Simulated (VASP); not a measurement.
Set up this calculation in VASP 6.6.1, as the native input.

```yaml
Task: single point
Functional: LDA
Potentials_or_basis: VASP PAW LDA potentials, release 64 (La, Ag)
Cutoff: 520 eV
k_mesh: 8 × 8 × 8
Occupations: methfessel-paxton, width 0.1 eV
Spin: no spin polarisation
Dipole_correction: no
Further_INCAR_settings: ALGO = Normal; EDIFF = 1e-06; NBANDS = 18
```

The structure of LaAg lies in POSCAR:

```
LaAg
1.0
    3.8826744120      0.0000000000      0.0000000000
    0.0000000000      3.8826744120      0.0000000000
    0.0000000000      0.0000000000      3.8931682672
La Ag
1 1
Direct
    0.5000000000      0.5000000000      0.5000000000
    0.0000000000      0.0000000000      0.0000000000
```

One way to write it, as run:

INCAR

```
SYSTEM = LaAg
PREC = Accurate
ENCUT = 520
EDIFF = 1E-6
ISMEAR = 1
SIGMA = 0.1
LREAL = .False.
LASPH = .True.
NELM = 100
ALGO = Normal
ISIF = 2
LWAVE = .False.
LCHARG = .False.
NBANDS = 18
```

KPOINTS

```
Automatic mesh
0
Gamma
  8 8 8
  0 0 0
```

Potentials or basis: VASP PAW LDA potentials, release 64 (La, Ag).

Command:

```sh
$ cat potpaw_LDA.64/La/POTCAR potpaw_LDA.64/Ag/POTCAR > POTCAR
$ mpirun -np 1 vasp_std > vasp.out
```

Results of the run:

- Pressure: -6.9 GPa
- Band gap on the k mesh: zero (bands 11 and 12 overlap by 2.17 eV)

Caveat: the cell stands under tension; spin-orbit coupling is left out, which moves the levels of the heavy elements.

Wall time 76 s on 1 thread of AMD EPYC 7R43 64-Core Processor (Zen 3), on a shared host, peak memory 0.2 GiB.
